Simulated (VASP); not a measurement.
Here is a VASP 6.6.1 calculation.

INCAR

```
  PREC = Accurate
  ENCUT = 520
  EDIFF = 1E-6
  ISMEAR = -1
  SIGMA = 0.06122561905347299
  LREAL = F
  LASPH = T
  NELM = 100
  ALGO = Normal
  ISIF = 2
  LWAVE = F
  LCHARG = T
  GGA = PE
  LELF = T
  LVHAR = T
  NBANDS = 8
```

The input KPOINTS:

```
Automatic mesh
0
Gamma
  58 58 58
```

File POSCAR:

```
N
1.0
    1.9013903213      0.0000000000      0.0000000000
    0.0000000000      1.9013903213      0.0000000000
    0.0000000000      0.0000000000      1.9013903213
N
1
Direct
    0.0000000000      0.0000000000      0.0000000000
```

Potentials or basis: VASP PAW PBE potentials, release 64 (N).

Run with:

```bash
$ cat potpaw_PBE.64/N/POTCAR > POTCAR
$ mpirun -np 1 vasp_std > vasp.out
```

Task: What does it give for the pressure?

Result: -10.8 GPa.

Task: What does it give for the band gap on the k mesh?

Result: Zero (an odd number of electrons rules out a gap without spin polarisation).

Caveat: the cell stands under tension; an odd number of electrons without spin polarisation forces a metal; a magnetic or distorted state may lie lower.
